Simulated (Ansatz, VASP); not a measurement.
## Two plane-wave programs on Ge

INCAR

```
ALGO = Normal
EDIFF = 1E-6
ENCUT = 520
GGA = CA
ISIF = 2
ISMEAR = -1
LASPH = T
LCHARG = T
LELF = T
LREAL = F
LVHAR = T
LWAVE = F
NBANDS = 21
NELM = 100
PREC = Accurate
SIGMA = 0.05
```

File KPOINTS:

```
k-points
0
Gamma
  8 8 8
```

File POSCAR:

```
Ge
1.0
    0.0000000000      2.7711609388      2.7711609388
    2.7711609388      0.0000000000      2.7711609388
    2.7711609388      2.7711609388      0.0000000000
Ge
2
Direct
    0.7500000000      0.7500000000      0.7500000000
    0.5000000000      0.5000000000      0.5000000000
```

Contents of input.yaml:

```yaml
crystal:
  lattice:
    - [0.0, 2.7711609388, 2.7711609388]
    - [2.7711609388, 0.0, 2.7711609388]
    - [2.7711609388, 2.7711609388, 0.0]
  atoms:
    - { symbol: Ge, position: [0.75, 0.75, 0.75] }
    - { symbol: Ge, position: [0.5, 0.5, 0.5] }
hamiltonian:
  xc: lda
  pseudopotentials: { kind: paw }
kpoints:
  mp_grid: { grid: [8, 8, 8] }
scf:
  occupations: { method: fermi_dirac, width: 0.05 }
output:
  forces: true
  stress: true
  eigenvalues: true
  write_density: true
  write_potential: true
  elf: true
  volumetric_format: npy
```

Alike in both runs: task single point; functional LDA; k mesh 8 × 8 × 8; occupations fermi-dirac, width 0.05 eV; no spin polarisation.

```csv
,VASP,Ansatz
version,VASP 6.6.1,Ansatz 0.2.0
potentials or method,"VASP PAW LDA potentials, release 64 (Ge_d)",Ansatz PAW
plane-wave cutoff (eV),520,420
valence electrons in the cell,28,28
```

```csv
,VASP,Ansatz,Ansatz less VASP
gap on the k mesh at the Fermi level (eV),0.26,0.24,-0.022
least direct gap on the mesh (eV),0.43,0.38,-0.048
pressure (GPa),3.7,3.3,-0.32
```

LDA's correlation is that of Perdew and Zunger in VASP and of Perdew and Wang (1992) in Ansatz.
